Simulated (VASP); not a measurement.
# SnTe (zincblende type) (F-43m) in VASP: a series of runs, part 2 of 2

VASP 6.6.1. Earlier steps stand in the parts before.

## 3. Electric field gradients, PBE (volume scaled by 0.9405)

INCAR

```
SYSTEM = SnTe
ALGO = Normal ; EDIFF = 1E-8
ENCUT = 520 ; GGA = PE
ISIF = 2 ; ISMEAR = -1
LASPH = .True. ; LCHARG = .False.
LEFG = .True. ; LREAL = .False.
LWAVE = .False. ; NBANDS = 17
NELM = 60 ; PREC = Accurate
SIGMA = 0.05
```

KPOINTS

```
k-points
0
Gamma
  9 9 9
  0 0 0
```

POSCAR

```
SnTe
1.0
    0.0000000000      3.5337391279      3.5337391279
    3.5337391279      0.0000000000      3.5337391279
    3.5337391279      3.5337391279      0.0000000000
Sn Te
1 1
Direct
    0.0000000000      0.0000000000      0.0000000000
    0.2500000000      0.2500000000      0.2500000000
```

Potentials or basis: VASP PAW PBE potentials, release 64 (Sn_d, Te).

Run with:

```sh
> cat potpaw_PBE.64/Sn_d/POTCAR potpaw_PBE.64/Te/POTCAR > POTCAR
> mpirun -np 1 vasp_std > vasp.out
```

OUTCAR:

```text
SYSTEM = SnTe
   EDIFF = 1E-8
   ENCUT = 520
   GGA = PE
   ISIF = 2
   ISMEAR = -1
   LASPH = .True.
   LREAL = .False.
   NELM = 60
   PREC = Accurate

 ion  position               nearest neighbor table
   1  0.000  0.000  0.000-   2 3.06   2 3.06   2 3.06   2 3.06
   2  0.250  0.250  0.250-   1 3.06   1 3.06   1 3.06   1 3.06

  LATTYP: Found a face centered cubic cell.
 ALAT       =     7.0674782558

  Lattice vectors:

 A1 = (   0.0000000000,   3.5337391279,   3.5337391279)
 A2 = (   3.5337391279,   0.0000000000,   3.5337391279)
 A3 = (   3.5337391279,   3.5337391279,   0.0000000000)

Analysis of symmetry for initial positions (statically):
=====================================================================
 Subroutine PRICEL returns:
 Original cell was already a primitive cell.

 Routine SETGRP: Setting up the symmetry group for a
 face centered cubic supercell.

 Subroutine GETGRP returns: Found 24 space group operations
 (whereof 24 operations were pure point group operations)
 out of a pool of 48 trial point group operations.

The static configuration has the point symmetry T_d .

Analysis of symmetry for dynamics (positions and initial velocities):
=====================================================================
 Subroutine PRICEL returns:
 Original cell was already a primitive cell.

 Routine SETGRP: Setting up the symmetry group for a
 face centered cubic supercell.

 Subroutine GETGRP returns: Found 24 space group operations
 (whereof 24 operations were pure point group operations)
 out of a pool of 48 trial point group operations.

The dynamic configuration has the point symmetry T_d .

[... 150 lines left out ...]
 fundamental gap:      0.1187032383
 Fermi energy:         3.8149333969

 k-point     1 :       0.0000    0.0000    0.0000
  band No.  band energies     occupation
      1     -18.0590      2.00000
      2     -18.0590      2.00000
      3     -18.0590      2.00000
      4     -18.0461      2.00000
      5     -18.0461      2.00000
      6      -8.1264      2.00000
[... 457 lines left out ...]
      4     -18.0471      2.00000
      5     -18.0450      2.00000
      6      -7.2820      2.00000
[... 9 lines left out ...]
     16      12.0310      0.00000
     17      12.1990      0.00000

 [... further k-points ...]
[... 5 lines left out ...]
  --------------------------------------------------------------------------------------
  -------------------------------------------------------------------------------------
  Total        0.9234101      0.9234101      0.9234101      0.0000000      0.0000000      0.0000000
  in kB       16.7637724     16.7637724     16.7637724      0.0000000      0.0000000      0.0000000
  external PRESSURE =      16.7637724 kB  Pullay stress =       0.0000000 kB

 VOLUME and BASIS-vectors are now :
 -----------------------------------------------------------------------------
  energy-cutoff  :      520.00
  volume of cell :       88.25
      direct lattice vectors                 reciprocal lattice vectors
     0.000000000  3.533739128  3.533739128    -0.141493184  0.141493184  0.141493184
     3.533739128  0.000000000  3.533739128     0.141493184 -0.141493184  0.141493184
     3.533739128  3.533739128  0.000000000     0.141493184  0.141493184 -0.141493184

 POSITION                                       TOTAL-FORCE (eV/Angst)
 -----------------------------------------------------------------------------------
      0.00000      0.00000      0.00000         0.000000      0.000000      0.000000
      1.76687      1.76687      1.76687        -0.000000     -0.000000     -0.000000
 -----------------------------------------------------------------------------------
    total drift:                               -0.000000     -0.000000     -0.000000

  FREE ENERGIE OF THE ION-ELECTRON SYSTEM (eV)
  ---------------------------------------------------
  free  energy   TOTEN  =        -7.0363928401 eV

  energy  without entropy=       -7.0332276406  energy(sigma->0) =       -7.03481024

 Electric field gradients (V/A^2)
---------------------------------------------------------------------
 ion       V_xx      V_yy      V_zz      V_xy      V_xz      V_yz
---------------------------------------------------------------------
   1      -0.000     0.000     0.000    -0.002    -0.002    -0.002
   2       0.000     0.000     0.000    -0.000    -0.000    -0.000
---------------------------------------------------------------------

 Electric field gradients after diagonalization (V/A^2)
 (convention: |V_zz| > |V_xx| > |V_yy|)
----------------------------------------------------------------------
 ion       V_xx      V_yy      V_zz     asymmetry (V_yy - V_xx)/ V_zz
----------------------------------------------------------------------
   1       0.002     0.002    -0.004       0.000
   2       0.000     0.000    -0.000       0.000
----------------------------------------------------------------------

           NMR quadrupolar parameters

 Cq : quadrupolar parameter    Cq=e*Q*V_zz/h
 eta: asymmetry parameters     (V_yy - V_xx)/ V_zz
 Q  : nuclear electric quadrupole moment in mb (millibarn)
----------------------------------------------------------------------
 ion       Cq(MHz)       eta       Q (mb)
----------------------------------------------------------------------
   1      -0.000       0.000       1.000
   2      -0.000       0.000       1.000
----------------------------------------------------------------------
```

OSZICAR:

```text
N       E                     dE             d eps       ncg     rms          rms(c)
DAV:   1     0.125457074943E+03    0.12546E+03   -0.94546E+03  1191   0.123E+03
DAV:   2     0.541762272152E+01   -0.12004E+03   -0.11712E+03  1251   0.297E+02
DAV:   3    -0.675870983950E+01   -0.12176E+02   -0.12011E+02  1457   0.901E+01
DAV:   4    -0.714374907334E+01   -0.38504E+00   -0.38480E+00  1453   0.171E+01
DAV:   5    -0.715965616155E+01   -0.15907E-01   -0.15906E-01  1671   0.325E+00    0.515E+00
DAV:   6    -0.703846610395E+01    0.12119E+00   -0.28992E-01  1508   0.254E+00    0.339E+00
DAV:   7    -0.703481638757E+01    0.36497E-02   -0.79300E-02  1301   0.107E+00    0.108E+00
DAV:   8    -0.703554980068E+01   -0.73341E-03   -0.10080E-02  1380   0.651E-01    0.256E-01
DAV:   9    -0.703617173455E+01   -0.62193E-03   -0.20659E-03  1265   0.295E-01    0.679E-02
DAV:  10    -0.703626723102E+01   -0.95496E-04   -0.36880E-04  1425   0.108E-01    0.383E-02
DAV:  11    -0.703639249171E+01   -0.12526E-03   -0.24955E-04  1222   0.705E-02    0.470E-02
DAV:  12    -0.703639179004E+01    0.70167E-06   -0.76045E-06  1418   0.148E-02    0.212E-02
DAV:  13    -0.703639239552E+01   -0.60548E-06   -0.40635E-06  1227   0.847E-03    0.413E-03
DAV:  14    -0.703639249694E+01   -0.10142E-06   -0.35751E-07  1503   0.573E-03    0.466E-03
DAV:  15    -0.703639269449E+01   -0.19755E-06   -0.55984E-08  1220   0.116E-03    0.365E-03
DAV:  16    -0.703639283855E+01   -0.14406E-06   -0.31384E-08  1242   0.756E-04    0.244E-04
DAV:  17    -0.703639284011E+01   -0.15584E-08   -0.14575E-09   883   0.220E-04
   1 F= -.70363928E+01 E0= -.70348102E+01  d E =-.316520E-02
```

stdout:

```text
POSCAR found type information on POSCAR SnTe
 POSCAR found :  2 types and       2 ions
 scaLAPACK will be used
 LDA part: xc-table for (Slater+PW92), standard interpolation
 POSCAR, INCAR and KPOINTS ok, starting setup
 FFT: planning ... GRIDC
 FFT: planning ... GRID_SOFT
 FFT: planning ... GRID
 WAVECAR not read
 entering main loop
ion   1

ion   2
```

Wall time 43 s (1 thread of AMD EPYC 9R45 (Zen 5), shared host); peak memory 0.22 GiB.

Results:

```yaml
Free_energy: -7.0364 eV
Pressure: 1.7 GPa
```

Caveat: without QUAD_EFG the Cq values of the log hold for a quadrupole moment of 1 mb, not for the nuclei; spin-orbit coupling is left out, which moves the levels of the heavy elements.

## 4. Electric field gradients, PBE (volume scaled by 0.98)

INCAR

```
SYSTEM = SnTe
ALGO = Normal ; EDIFF = 1E-8
ENCUT = 520 ; GGA = PE
ISIF = 2 ; ISMEAR = -1
LASPH = .TRUE. ; LCHARG = .FALSE.
LEFG = .TRUE. ; LREAL = .FALSE.
LWAVE = .FALSE. ; NBANDS = 17
NELM = 100 ; PREC = Accurate
SIGMA = 0.05
```

KPOINTS

```
k-points
0
G
  9 9 9
  0 0 0
```

POSCAR

```
SnTe
1.0
    0.0000000000      3.5825333663      3.5825333663
    3.5825333663      0.0000000000      3.5825333663
    3.5825333663      3.5825333663      0.0000000000
Sn Te
1 1
Direct
    0.0000000000      0.0000000000      0.0000000000
    0.2500000000      0.2500000000      0.2500000000
```

Potentials or basis: VASP PAW PBE potentials, release 64 (Sn_d, Te).

Run with:

```sh
> cat potpaw_PBE.64/Sn_d/POTCAR potpaw_PBE.64/Te/POTCAR > POTCAR
> mpirun -np 1 vasp_std > vasp.out
```

OUTCAR:

```text
SYSTEM = SnTe
   EDIFF = 1E-8
   ENCUT = 520
   GGA = PE
   ISIF = 2
   ISMEAR = -1
   LASPH = .TRUE.
   LREAL = .FALSE.
   NELM = 100
   PREC = Accurate

 ion  position               nearest neighbor table
   1  0.000  0.000  0.000-   2 3.10   2 3.10   2 3.10   2 3.10
   2  0.250  0.250  0.250-   1 3.10   1 3.10   1 3.10   1 3.10

  LATTYP: Found a face centered cubic cell.
 ALAT       =     7.1650667326

  Lattice vectors:

 A1 = (   0.0000000000,   3.5825333663,   3.5825333663)
 A2 = (   3.5825333663,   0.0000000000,   3.5825333663)
 A3 = (   3.5825333663,   3.5825333663,   0.0000000000)

Analysis of symmetry for initial positions (statically):
=====================================================================
 Subroutine PRICEL returns:
 Original cell was already a primitive cell.

 Routine SETGRP: Setting up the symmetry group for a
 face centered cubic supercell.

 Subroutine GETGRP returns: Found 24 space group operations
 (whereof 24 operations were pure point group operations)
 out of a pool of 48 trial point group operations.

The static configuration has the point symmetry T_d .

Analysis of symmetry for dynamics (positions and initial velocities):
=====================================================================
 Subroutine PRICEL returns:
 Original cell was already a primitive cell.

 Routine SETGRP: Setting up the symmetry group for a
 face centered cubic supercell.

 Subroutine GETGRP returns: Found 24 space group operations
 (whereof 24 operations were pure point group operations)
 out of a pool of 48 trial point group operations.

The dynamic configuration has the point symmetry T_d .

 Subroutine INISYM returns: Found 24 space group operations
 (whereof 24 operations are pure point group operations),
 and found     1 'primitive' translations

----------------------------------------------------------------------------------------

                                     Primitive cell

  volume of cell :      91.9604

  direct lattice vectors                    reciprocal lattice vectors
     0.000000000  3.582533366  3.582533366    -0.139566041  0.139566041  0.139566041
     3.582533366  0.000000000  3.582533366     0.139566041 -0.139566041  0.139566041
     3.582533366  3.582533366  0.000000000     0.139566041  0.139566041 -0.139566041

  length of vectors
     5.066467274  5.066467274  5.066467274     0.241735475  0.241735475  0.241735475

  position of ions in fractional coordinates (direct lattice)
     0.000000000  0.000000000  0.000000000
     0.250000000  0.250000000  0.250000000

  ion indices of the primitive-cell ions
   primitive index   ion index
                 1           1
                 2           2

----------------------------------------------------------------------------------------

 KPOINTS: k-points

Automatic generation of k-mesh.
 Grid dimensions read from file:
 generate k-points for:    9    9    9

 Generating k-lattice:

[... 63 lines left out ...]
   EDIFFG = 0.1E-06   stopping-criterion for IOM
   NSW    =      0    number of steps for IOM
   IBRION =     -1    ionic relax: 0-MD 1-quasi-New 2-CG
   NFREE  =      0    steps in history (QN), initial steepest desc. (CG)
   ISIF   =      2    stress and relaxation
   ISYM   =      2    0-nonsym 1-usesym 2-fastsym
   POTIM  = 0.5000    time-step for ionic-motion
   TEBEG  =    0.0;   TEEND  =   0.0 temperature during run
   PSTRESS=    0.0 pullay stress
   NELECT =      20.0000    total number of electrons
   NUPDOWN=      -1.0000    fix difference up-down
   EMIN   =  10.00;   EMAX   =-10.00  energy-range for DOS
   EFERMI =   0.00;   METHOD = LEGACY
   ISMEAR =    -1;   SIGMA  =   0.05  broadening in eV -4-tet -1-fermi 0-gaus
   EFERMI_NEDOS =   21; number of points for ismear=-14 and -15
   IALGO  =     38    algorithm
   IMIX   =      4    mixing-type and parameters
     AMIX     =   0.40;   BMIX     =  1.00
     AMIX_MAG =   1.60;   BMIX_MAG =  1.00
  volume/ion in A,a.u.               =      45.98       310.29
  Fermi-wavevector in a.u.,A,eV,Ry     =   0.984505  1.860445 13.187448  0.969250
  Thomas-Fermi vector in A             =   2.115743
   LORBIT       =      0    0 simple, 1 ext, 2 COOP (PROOUT), +10 PAW based schemes
   GGA     = PE    functional components
   LHFCALC =     F    Hartree Fock is set to
   AEXX    =    0.0000 exact exchange contribution
   IVDW    =     0    specifies the selected vdW correction
   LEPSILON=     F    determine dielectric tensor
   LRPA    =     F    only Hartree local field effects (RPA)
 non-spin polarized calculation
  energy-cutoff  :      520.00
  volume of cell :       91.96
 maximum number of plane-waves:      2505
 NGX is ok and might be reduce to    40
   NGX = 19   NGY = 19   NGZ = 19

 number of electron      20.0000006 magnetization

 Free energy of the ion-electron system (eV)
  ---------------------------------------------------
  ext. energy  EPLUGINS =         0.00000000
  ---------------------------------------------------
  free energy    TOTEN  =        -7.06193915 eV

  energy without entropy =       -7.05991836  energy(sigma->0) =       -7.06092876

 E-fermi :   3.4474     XC(G=0):  -7.5425

 val. band max:        3.3385579252   @ k =  -0.3333   0.4444   0.2222
 cond. band min:       3.4839278701   @ k =   0.4444   0.4444   0.0000
 fundamental gap:      0.1453699449
 Fermi energy:         3.4473754592

 k-point     1 :       0.0000    0.0000    0.0000
  band No.  band energies     occupation
      1     -18.4214      2.00000
      2     -18.4214      2.00000
      3     -18.4214      2.00000
      4     -18.4113      2.00000
      5     -18.4113      2.00000
      6      -8.2665      2.00000
[... 457 lines left out ...]
      4     -18.4121      2.00000
      5     -18.4104      2.00000
      6      -7.4972      2.00000
[... 9 lines left out ...]
     16      11.6379      0.00000
     17      11.7651      0.00000

 [... further k-points ...]
[... 5 lines left out ...]
  --------------------------------------------------------------------------------------
  -------------------------------------------------------------------------------------
  Total        0.3016008      0.3016008      0.3016008      0.0000000      0.0000000      0.0000000
  in kB        5.2546316      5.2546316      5.2546316      0.0000000      0.0000000      0.0000000
  external PRESSURE =       5.2546316 kB  Pullay stress =       0.0000000 kB

 VOLUME and BASIS-vectors are now :
 -----------------------------------------------------------------------------
  energy-cutoff  :      520.00
  volume of cell :       91.96
      direct lattice vectors                 reciprocal lattice vectors
     0.000000000  3.582533366  3.582533366    -0.139566041  0.139566041  0.139566041
     3.582533366  0.000000000  3.582533366     0.139566041 -0.139566041  0.139566041
     3.582533366  3.582533366  0.000000000     0.139566041  0.139566041 -0.139566041

 POSITION                                       TOTAL-FORCE (eV/Angst)
 -----------------------------------------------------------------------------------
      0.00000      0.00000      0.00000         0.000000     -0.000000     -0.000000
      1.79127      1.79127      1.79127        -0.000000      0.000000      0.000000
 -----------------------------------------------------------------------------------
    total drift:                               -0.000000     -0.000000     -0.000000

  FREE ENERGIE OF THE ION-ELECTRON SYSTEM (eV)
  ---------------------------------------------------
  free  energy   TOTEN  =        -7.0619391539 eV

  energy  without entropy=       -7.0599183619  energy(sigma->0) =       -7.06092876

 Electric field gradients (V/A^2)
---------------------------------------------------------------------
 ion       V_xx      V_yy      V_zz      V_xy      V_xz      V_yz
---------------------------------------------------------------------
   1      -0.000    -0.000    -0.000    -0.001    -0.001    -0.001
   2       0.000     0.000     0.000    -0.000    -0.000    -0.000
---------------------------------------------------------------------

 Electric field gradients after diagonalization (V/A^2)
 (convention: |V_zz| > |V_xx| > |V_yy|)
----------------------------------------------------------------------
 ion       V_xx      V_yy      V_zz     asymmetry (V_yy - V_xx)/ V_zz
----------------------------------------------------------------------
   1       0.001     0.001    -0.001       0.000
   2       0.000     0.000    -0.000       0.000
----------------------------------------------------------------------

           NMR quadrupolar parameters

 Cq : quadrupolar parameter    Cq=e*Q*V_zz/h
 eta: asymmetry parameters     (V_yy - V_xx)/ V_zz
 Q  : nuclear electric quadrupole moment in mb (millibarn)
----------------------------------------------------------------------
 ion       Cq(MHz)       eta       Q (mb)
----------------------------------------------------------------------
   1      -0.000       0.000       1.000
   2      -0.000       0.000       1.000
----------------------------------------------------------------------
```

OSZICAR:

```text
N       E                     dE             d eps       ncg     rms          rms(c)
DAV:   1     0.122215499214E+03    0.12222E+03   -0.92246E+03  1191   0.119E+03
DAV:   2     0.497962895646E+01   -0.11724E+03   -0.11448E+03  1264   0.291E+02
DAV:   3    -0.681328684930E+01   -0.11793E+02   -0.11696E+02  1444   0.897E+01
DAV:   4    -0.718408654397E+01   -0.37080E+00   -0.37059E+00  1418   0.170E+01
DAV:   5    -0.720091360140E+01   -0.16827E-01   -0.16826E-01  1676   0.343E+00    0.462E+00
DAV:   6    -0.706236344650E+01    0.13855E+00   -0.34917E-01  1510   0.273E+00    0.303E+00
DAV:   7    -0.705968114898E+01    0.26823E-02   -0.84206E-02  1265   0.110E+00    0.110E+00
DAV:   8    -0.706097983919E+01   -0.12987E-02   -0.10494E-02  1356   0.685E-01    0.252E-01
DAV:   9    -0.706162630656E+01   -0.64647E-03   -0.24811E-03  1244   0.307E-01    0.702E-02
DAV:  10    -0.706179593348E+01   -0.16963E-03   -0.47497E-04  1373   0.114E-01    0.406E-02
DAV:  11    -0.706193715844E+01   -0.14122E-03   -0.24754E-04  1226   0.667E-02    0.400E-02
DAV:  12    -0.706193744878E+01   -0.29034E-06   -0.81000E-06  1484   0.181E-02    0.161E-02
DAV:  13    -0.706193871394E+01   -0.12652E-05   -0.38897E-06  1237   0.819E-03    0.377E-03
DAV:  14    -0.706193885015E+01   -0.13620E-06   -0.30060E-07  1497   0.473E-03    0.406E-03
DAV:  15    -0.706193906919E+01   -0.21904E-06   -0.79950E-08  1251   0.122E-03    0.217E-03
DAV:  16    -0.706193915085E+01   -0.81662E-07   -0.23344E-08  1193   0.719E-04    0.354E-04
DAV:  17    -0.706193916113E+01   -0.10280E-07   -0.16727E-09   883   0.232E-04    0.150E-04
DAV:  18    -0.706193915387E+01    0.72673E-08   -0.24779E-10   620   0.138E-04
   1 F= -.70619392E+01 E0= -.70609288E+01  d E =-.202079E-02
```

stdout:

```text
POSCAR found type information on POSCAR SnTe
 POSCAR found :  2 types and       2 ions
 scaLAPACK will be used
 LDA part: xc-table for (Slater+PW92), standard interpolation
 POSCAR, INCAR and KPOINTS ok, starting setup
 FFT: planning ... GRIDC
 FFT: planning ... GRID_SOFT
 FFT: planning ... GRID
 WAVECAR not read
 entering main loop
ion   1

ion   2
```

It took 45 s on 1 thread of AMD EPYC 9R45 (Zen 5), shared host; peak memory 0.23 GiB.

Results:

```yaml
Free_energy: -7.0619 eV
Pressure: 0.5 GPa
Band_gap_on_the_k_mesh: 0.15 eV, indirect (least direct gap 0.79 eV)
```

Caveat: without QUAD_EFG the Cq values of the log hold for a quadrupole moment of 1 mb, not for the nuclei; spin-orbit coupling is left out, which moves the levels of the heavy elements.
